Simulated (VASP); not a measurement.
# TiAl3 (P1) in VASP: a series of runs

Runs on TiAl3. Level: PBE. Tasks: single point.

Everything below comes from runs of VASP 6.6.1. Logs are shortened: lines on timing, memory, paths and dates and some standing lists are left out, and cuts for length are marked.

### 1 The cell of the first run

The typed cell holds 8 atoms: a = 3.980 Å, b = 3.980 Å, c = 7.959 Å, α = 90.00°, β = 90.00°, γ = 90.00°.

### 2 Single point, PBE

INCAR reads:

```
SYSTEM = TiAl3
ALGO = Normal
EDIFF = 1E-6
ENCUT = 500
GGA = PE
GGA_COMPAT = .False.
ISIF = 2
ISMEAR = 0
LASPH = .True.
LCHARG = .False.
LREAL = .False.
LWAVE = .False.
NBANDS = 31
NELM = 120
PREC = Accurate
SIGMA = 0.15
```

KPOINTS reads:

```
k-points
0
Gamma
  8 8 4
  0 0 0
```

POSCAR reads:

```
TiAl3
1.0
    3.9797267063      0.0000000000      0.0000000000
    0.0000000000      3.9797267063      0.0000000000
    0.0000000000      0.0000000000      7.9594534126
Ti Al
2 6
Direct
   -0.0081755424      0.0248110174      0.4742219326
    0.0081755424     -0.0248110174      0.0257780674
    0.5176653635      0.4933541776      0.0180825587
    0.4823346365      0.5066458224      0.4819174413
    0.4452958967      0.0052031821      0.2441140802
    0.5547041033     -0.0052031821      0.7558859198
    0.0250653285      0.5091572514      0.2439904150
   -0.0250653285      0.4908427486      0.7560095850
```

Potentials or basis: VASP PAW PBE potentials, release 64 (Ti_sv, Al).

The run is started by

```console
> cat potpaw_PBE.64/Ti_sv/POTCAR potpaw_PBE.64/Al/POTCAR > POTCAR
> mpirun -np 1 vasp_std > vasp.out
```

OUTCAR:

```text
SYSTEM = TiAl3
   EDIFF = 1E-6
   ENCUT = 500
   GGA = PE
   ISIF = 2
   ISMEAR = 0
   LASPH = .True.
   LREAL = .False.
   NELM = 120
   PREC = Accurate

 ion  position               nearest neighbor table
   1  0.992  0.025  0.474-   5 2.57   7 2.66   4 2.74   7 2.75   4 2.79   6 2.84   4 2.84   5 2.84
                             4 2.89   8 2.91   8 3.09
   2  0.008  0.975  0.026-   5 2.46   7 2.54   3 2.74   7 2.75   3 2.79   6 2.81   5 2.84   3 2.84
                             8 2.89   3 2.89   8 2.97   6 3.06
   3  0.518  0.493  0.018-   7 2.66   5 2.66   7 2.70   5 2.73   2 2.74   8 2.77   2 2.79   2 2.84
                             6 2.88   6 2.89   2 2.89   8 3.00
   4  0.482  0.507  0.482-   7 2.63   1 2.74   5 2.75   5 2.75   1 2.79   1 2.84   7 2.87   1 2.89
                             8 2.93   6 2.93   8 2.97   6 3.00
   5  0.445  0.005  0.244-   2 2.46   1 2.57   7 2.59   7 2.61   3 2.66   3 2.73   4 2.75   4 2.75
                             2 2.84   1 2.84   7 3.04   7 3.06
   6  0.555  0.995  0.756-   8 2.59   8 2.61   2 2.81   1 2.84   3 2.88   3 2.89   4 2.93   4 3.00
                             8 3.04   8 3.06   2 3.06
   7  0.025  0.509  0.244-   2 2.54   5 2.59   5 2.61   4 2.63   3 2.66   1 2.66   3 2.70   2 2.75
                             1 2.75   4 2.87   5 3.04   5 3.06
   8  0.975  0.491  0.756-   6 2.59   6 2.61   3 2.77   2 2.89   1 2.91   4 2.93   2 2.97   4 2.97
                             3 3.00   6 3.04   6 3.06   1 3.09

  LATTYP: Found a simple tetragonal cell.
 ALAT       =     3.9797267063
 C/A-ratio  =     2.0000000000

  Lattice vectors:

 A1 = (   3.9797267063,   0.0000000000,   0.0000000000)
 A2 = (   0.0000000000,   3.9797267063,   0.0000000000)
 A3 = (   0.0000000000,   0.0000000000,   7.9594534126)

Analysis of symmetry for initial positions (statically):
=====================================================================
 Subroutine PRICEL returns:
 Original cell was already a primitive cell.

 Routine SETGRP: Setting up the symmetry group for a
 simple tetragonal supercell.

 Subroutine GETGRP returns: Found  1 space group operations
 (whereof  1 operations were pure point group operations)
 out of a pool of 16 trial point group operations.

The static configuration has the point symmetry C_1 .

Analysis of symmetry for dynamics (positions and initial velocities):
=====================================================================
 Subroutine PRICEL returns:
 Original cell was already a primitive cell.

 Routine SETGRP: Setting up the symmetry group for a
 simple tetragonal supercell.

 Subroutine GETGRP returns: Found  1 space group operations
 (whereof  1 operations were pure point group operations)
 out of a pool of 16 trial point group operations.

[... 122 lines left out ...]
   PSTRESS=    0.0 pullay stress
   NELECT =      42.0000    total number of electrons
   NUPDOWN=      -1.0000    fix difference up-down
   EMIN   =  10.00;   EMAX   =-10.00  energy-range for DOS
   EFERMI =   0.00;   METHOD = LEGACY
   ISMEAR =     0;   SIGMA  =   0.15  broadening in eV -4-tet -1-fermi 0-gaus
   EFERMI_NEDOS =   21; number of points for ismear=-14 and -15
   IALGO  =     38    algorithm
   IMIX   =      4    mixing-type and parameters
     AMIX     =   0.40;   BMIX     =  1.00
     AMIX_MAG =   1.60;   BMIX_MAG =  1.00
  volume/ion in A,a.u.               =      15.76       106.34
  Fermi-wavevector in a.u.,A,eV,Ry     =   1.134910  2.144669 17.524579  1.288020
  Thomas-Fermi vector in A             =   2.271614
   LORBIT       =      0    0 simple, 1 ext, 2 COOP (PROOUT), +10 PAW based schemes
   GGA     = PE    functional components
   LHFCALC =     F    Hartree Fock is set to
   AEXX    =    0.0000 exact exchange contribution
   IVDW    =     0    specifies the selected vdW correction
   LEPSILON=     F    determine dielectric tensor
   LRPA    =     F    only Hartree local field effects (RPA)
 non-spin polarized calculation
 Gauss-broadening in eV      SIGMA  =   0.15
  energy-cutoff  :      500.00
  volume of cell :      126.06
 maximum number of plane-waves:      3250
 NGX is ok and might be reduce to    30
   NGX = 15   NGY = 15   NGZ = 29

 number of electron      42.0000006 magnetization

 Free energy of the ion-electron system (eV)
  ---------------------------------------------------
  ext. energy  EPLUGINS =         0.00000000
  ---------------------------------------------------
  free energy    TOTEN  =       -39.96483441 eV

  energy without entropy =      -39.91085136  energy(sigma->0) =      -39.93784289

 E-fermi :   8.8006     XC(G=0): -10.7340

 val. band max:        8.7947222009   @ k =  -0.2500   0.3750   0.0000
 cond. band min:       8.8010306573   @ k =  -0.1250   0.2500   0.0000
 fundamental gap:      0.0063084564
 Fermi energy:         8.8006468063

 k-point     1 :       0.0000    0.0000    0.0000
  band No.  band energies     occupation
      1     -48.1216      2.00000
      2     -48.0239      2.00000
      3     -24.4388      2.00000
      4     -24.4254      2.00000
      5     -24.4126      2.00000
      6     -24.3642      2.00000
[... 805 lines left out ...]
     30      11.6823      0.00000
     31      12.1052      0.00000

 [... further k-points ...]

------------------------ aborting loop because EDIFF is reached ----------------------------------------

  FORCE on cell =-STRESS in cart. coord.  units (eV):
  Direction    XX          YY          ZZ          XY          YZ          ZX
  --------------------------------------------------------------------------------------
  -------------------------------------------------------------------------------------
  Total        2.6136920      3.0754909      4.0702326      0.2662048     -1.1091500      0.9348888
  in kB       33.2181352     39.0872651     51.7297128      3.3832709    -14.0964944     11.8817601
  external PRESSURE =      41.3450377 kB  Pullay stress =       0.0000000 kB

 VOLUME and BASIS-vectors are now :
 -----------------------------------------------------------------------------
  energy-cutoff  :      500.00
  volume of cell :      126.06
      direct lattice vectors                 reciprocal lattice vectors
     3.979726706  0.000000000  0.000000000     0.251273536  0.000000000  0.000000000
     0.000000000  3.979726706  0.000000000     0.000000000  0.251273536  0.000000000
     0.000000000  0.000000000  7.959453413     0.000000000  0.000000000  0.125636768

 POSITION                                       TOTAL-FORCE (eV/Angst)
 -----------------------------------------------------------------------------------
      3.94719      0.09874      3.77455        -0.497978     -0.671070      1.387504
      0.03254      3.88099      0.20518        -0.711053      0.958357     -2.072779
      2.06017      1.96341      0.14393        -0.252923     -0.126333     -1.111156
      1.91956      2.01631      3.83580         0.505005      0.209042      1.106022
      1.77216      0.02071      1.94301         2.480057     -0.037806      0.701434
      2.20757      3.95902      6.01644        -1.384884     -0.034257     -0.214453
      0.09975      2.02631      1.94203        -1.393158     -0.409579      0.505681
      3.87997      1.95342      6.01742         1.254934      0.111645     -0.302252
 -----------------------------------------------------------------------------------
    total drift:                                0.000261     -0.000013      0.000169

  FREE ENERGIE OF THE ION-ELECTRON SYSTEM (eV)
  ---------------------------------------------------
  free  energy   TOTEN  =       -39.9648344131 eV

  energy  without entropy=      -39.9108513592  energy(sigma->0) =      -39.93784289
```

stdout:

```text
POSCAR found type information on POSCAR TiAl
 POSCAR found :  2 types and       8 ions
 scaLAPACK will be used
 LDA part: xc-table for (Slater+PW92), standard interpolation
 POSCAR, INCAR and KPOINTS ok, starting setup
 FFT: planning ... GRIDC
 FFT: planning ... GRID_SOFT
 FFT: planning ... GRID
 WAVECAR not read
 entering main loop
```

Run time: 13 min. Hardware: 1 thread of Oxide Virtual Turin-like, shared host; peak memory 0.46 GiB.

Results:

```yaml
Free_energy: -39.9648 eV
Pressure: 4.1 GPa
Largest_force: 2.578 eV/Å
Band_gap_on_the_k_mesh: zero (bands 21 and 22 overlap by 2.33 eV)
```

Forces on the atoms (eV/Å):
```
Ti  -0.498 -0.671  1.388
Ti  -0.711  0.958 -2.073
Al  -0.253 -0.126 -1.111
Al   0.505  0.209  1.106
Al   2.480 -0.038  0.701
Al  -1.385 -0.034 -0.214
Al  -1.393 -0.410  0.506
Al   1.255  0.112 -0.302
```

Stress tensor (GPa, compression positive):
```
 3.32  0.34  1.19
 0.34  3.91 -1.41
 1.19 -1.41  5.17
```

Caveat: the cell stands under pressure; forces of over 1 eV/Å act on the atoms, so gaps and moduli don't describe the material at rest.

### 3 Single point, PBE

INCAR reads:

```
SYSTEM = TiAl3
ALGO = Normal ; EDIFF = 1E-6
ENCUT = 500 ; GGA = PE
GGA_COMPAT = .FALSE. ; ISIF = 2
ISMEAR = -5 ; LASPH = .TRUE.
LCHARG = .FALSE. ; LREAL = .FALSE.
LWAVE = .FALSE. ; NBANDS = 31
NELM = 120 ; PREC = Accurate
SIGMA = 0.15
```

KPOINTS reads:

```
k-points
0
G
  8 8 4
  0 0 0
```

POSCAR is that of step 2.

Potentials or basis: VASP PAW PBE potentials, release 64 (Ti_sv, Al).

The run is started by

```console
> cat potpaw_PBE.64/Ti_sv/POTCAR potpaw_PBE.64/Al/POTCAR > POTCAR
> mpirun -np 1 vasp_std > vasp.out
```

OUTCAR:

```text
SYSTEM = TiAl3
   EDIFF = 1E-6
   ENCUT = 500
   GGA = PE
   ISIF = 2
   ISMEAR = -5
   LASPH = .TRUE.
   LREAL = .FALSE.
   NELM = 120
   PREC = Accurate

 ion  position               nearest neighbor table
   1  0.992  0.025  0.474-   5 2.57   7 2.66   4 2.74   7 2.75   4 2.79   6 2.84   4 2.84   5 2.84
                             4 2.89   8 2.91   8 3.09
   2  0.008  0.975  0.026-   5 2.46   7 2.54   3 2.74   7 2.75   3 2.79   6 2.81   5 2.84   3 2.84
                             8 2.89   3 2.89   8 2.97   6 3.06
   3  0.518  0.493  0.018-   7 2.66   5 2.66   7 2.70   5 2.73   2 2.74   8 2.77   2 2.79   2 2.84
                             6 2.88   6 2.89   2 2.89   8 3.00
   4  0.482  0.507  0.482-   7 2.63   1 2.74   5 2.75   5 2.75   1 2.79   1 2.84   7 2.87   1 2.89
                             8 2.93   6 2.93   8 2.97   6 3.00
   5  0.445  0.005  0.244-   2 2.46   1 2.57   7 2.59   7 2.61   3 2.66   3 2.73   4 2.75   4 2.75
                             2 2.84   1 2.84   7 3.04   7 3.06
   6  0.555  0.995  0.756-   8 2.59   8 2.61   2 2.81   1 2.84   3 2.88   3 2.89   4 2.93   4 3.00
                             8 3.04   8 3.06   2 3.06
   7  0.025  0.509  0.244-   2 2.54   5 2.59   5 2.61   4 2.63   3 2.66   1 2.66   3 2.70   2 2.75
                             1 2.75   4 2.87   5 3.04   5 3.06
   8  0.975  0.491  0.756-   6 2.59   6 2.61   3 2.77   2 2.89   1 2.91   4 2.93   2 2.97   4 2.97
[... 1023 lines left out ...]

 [... further k-points ...]

------------------------ aborting loop because EDIFF is reached ----------------------------------------

  FORCE on cell =-STRESS in cart. coord.  units (eV):
  Direction    XX          YY          ZZ          XY          YZ          ZX
  --------------------------------------------------------------------------------------
  -------------------------------------------------------------------------------------
  Total        2.5282158      3.0445397      4.0470061      0.3241015     -1.1566984      0.8969278
  in kB       32.1317944     38.6938977     51.4345203      4.1190952    -14.7007998     11.3993040
  external PRESSURE =      40.7534041 kB  Pullay stress =       0.0000000 kB

 VOLUME and BASIS-vectors are now :
 -----------------------------------------------------------------------------
  energy-cutoff  :      500.00
  volume of cell :      126.06
      direct lattice vectors                 reciprocal lattice vectors
     3.979726706  0.000000000  0.000000000     0.251273536  0.000000000  0.000000000
     0.000000000  3.979726706  0.000000000     0.000000000  0.251273536  0.000000000
     0.000000000  0.000000000  7.959453413     0.000000000  0.000000000  0.125636768

 POSITION                                       TOTAL-FORCE (eV/Angst)
 -----------------------------------------------------------------------------------
      3.94719      0.09874      3.77455        -0.507067     -0.654325      1.309175
      0.03254      3.88099      0.20518        -0.704643      0.941617     -1.992151
      2.06017      1.96341      0.14393        -0.262582     -0.124004     -1.136397
      1.91956      2.01631      3.83580         0.501933      0.206759      1.120111
      1.77216      0.02071      1.94301         2.465399     -0.038892      0.700354
      2.20757      3.95902      6.01644        -1.350253     -0.029886     -0.210465
      0.09975      2.02631      1.94203        -1.377980     -0.407109      0.505936
      3.87997      1.95342      6.01742         1.235193      0.105839     -0.296563
 -----------------------------------------------------------------------------------
    total drift:                                0.000106      0.000054     -0.000091

  FREE ENERGIE OF THE ION-ELECTRON SYSTEM (eV)
  ---------------------------------------------------
  free  energy   TOTEN  =       -39.9405060804 eV

  energy  without entropy=      -39.9405060804  energy(sigma->0) =      -39.94050608
```

OSZICAR:

```text
N       E                     dE             d eps       ncg     rms          rms(c)
DAV:   1     0.337276408135E+03    0.33728E+03   -0.17334E+04  8200   0.128E+03
DAV:   2    -0.544887685920E+01   -0.34273E+03   -0.33175E+03  8275   0.369E+02
DAV:   3    -0.411237782500E+02   -0.35675E+02   -0.34770E+02 13447   0.102E+02
DAV:   4    -0.440810718238E+02   -0.29573E+01   -0.29215E+01 11928   0.249E+01
DAV:   5    -0.442333832199E+02   -0.15231E+00   -0.15188E+00 11758   0.484E+00    0.160E+01
DAV:   6    -0.418673338333E+02    0.23660E+01   -0.48859E+01 11401   0.413E+01    0.115E+01
DAV:   7    -0.404959695087E+02    0.13714E+01   -0.26174E+01 11042   0.298E+01    0.609E+00
DAV:   8    -0.401672492533E+02    0.32872E+00   -0.29111E+00 11032   0.914E+00    0.422E+00
DAV:   9    -0.399445661847E+02    0.22268E+00   -0.87697E-01 11094   0.603E+00    0.121E+00
DAV:  10    -0.399515364025E+02   -0.69702E-02   -0.13454E-01 12192   0.221E+00    0.102E+00
DAV:  11    -0.399405843006E+02    0.10952E-01   -0.69941E-02 11282   0.163E+00    0.304E-01
DAV:  12    -0.399408298537E+02   -0.24555E-03   -0.60038E-03 10848   0.611E-01    0.141E-01
DAV:  13    -0.399404970466E+02    0.33281E-03   -0.23850E-03 11480   0.329E-01    0.492E-02
DAV:  14    -0.399405183138E+02   -0.21267E-04   -0.23436E-04 11024   0.104E-01    0.144E-02
DAV:  15    -0.399405080698E+02    0.10244E-04   -0.20261E-05 10920   0.329E-02    0.360E-03
DAV:  16    -0.399405059089E+02    0.21609E-05   -0.89509E-07  6784   0.677E-03    0.138E-03
DAV:  17    -0.399405060804E+02   -0.17151E-06   -0.16174E-07  6199   0.355E-03
   1 F= -.39940506E+02 E0= -.39940506E+02  d E =0.000000E+00
```

stdout:

```text
POSCAR found type information on POSCAR TiAl
 POSCAR found :  2 types and       8 ions
 scaLAPACK will be used
 LDA part: xc-table for (Slater+PW92), standard interpolation
 POSCAR, INCAR and KPOINTS ok, starting setup
 FFT: planning ... GRIDC
 FFT: planning ... GRID_SOFT
 FFT: planning ... GRID
 WAVECAR not read
 entering main loop
 -----------------------------------------------------------------------------
|                                                                             |
|           W    W    AA    RRRRR   N    N  II  N    N   GGGG   !!!           |
|           W    W   A  A   R    R  NN   N  II  NN   N  G    G  !!!           |
|           W    W  A    A  R    R  N N  N  II  N N  N  G       !!!           |
|           W WW W  AAAAAA  RRRRR   N  N N  II  N  N N  G  GGG   !            |
|           WW  WW  A    A  R   R   N   NN  II  N   NN  G    G                |
|           W    W  A    A  R    R  N    N  II  N    N   GGGG   !!!           |
|                                                                             |
|     Tetrahedron method does not include variations of the Fermi             |
|     occupations, so forces and stress will be inaccurate. We suggest        |
|     using a different smearing scheme ISMEAR = 1 or 2 for metals in         |
|     relaxations.                                                            |
|                                                                             |
 -----------------------------------------------------------------------------
```

Wall time 9.2 min (1 thread of Oxide Virtual Turin-like, shared host); peak memory 0.46 GiB.

What came out:

```
Free energy            : -39.9405 eV
Pressure               : 4.1 GPa
Largest force          : 2.563 eV/Å
Band gap on the k mesh : zero (bands 21 and 22 overlap by 2.33 eV)
```

Forces in eV/Å, atoms in the order of the input:
```
Ti  -0.507 -0.654  1.309
Ti  -0.705  0.942 -1.992
Al  -0.263 -0.124 -1.136
Al   0.502  0.207  1.120
Al   2.465 -0.039  0.700
Al  -1.350 -0.030 -0.210
Al  -1.378 -0.407  0.506
Al   1.235  0.106 -0.297
```

Caveat: the cell stands under pressure; forces of over 1 eV/Å act on the atoms, so gaps and moduli don't describe the material at rest; tetrahedron occupations give inexact forces and stress in metals.
